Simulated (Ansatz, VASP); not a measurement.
Two plane-wave programs on Ca

```xyz
4
Lattice="-3.7228 3.7278 3.3301 3.7228 -3.7278 3.3301 3.7228 3.7278 -3.3301" Properties=species:S:1:pos:R:3 pbc="T T T"
Ca    4.9947    1.2706    0.0000
Ca   -1.2719    2.4572    3.3301
Ca    2.4509    1.2706    3.3301
Ca    1.2719    2.4572    0.0000
```

Alike in both runs: task single point; functional PBE; k mesh 4 × 4 × 4; occupations gaussian, width 0.1 eV; no spin polarisation.

|  | VASP | Ansatz |
| --- | --- | --- |
| version | VASP 6.6.1 | Ansatz 0.2.0 |
| potentials or method | VASP PAW PBE potentials, release 64 (Ca_sv), cutoff 520 eV | scalar-relativistic, plane waves, PAW |
| valence electrons in the cell | 40 | 40 |

|  | VASP | Ansatz | Ansatz less VASP |
| --- | --- | --- | --- |
| gap on the k mesh at the Fermi level (eV) | none | none | - |
| pressure (GPa) | -0.4 | -0.4 | -0.01 |
| traceless stress, the component that is largest in VASP (GPa) | 0.09 | 0.09 | -0.001 |

A gap of «none» marks a metal or a gap that the smearing closes.
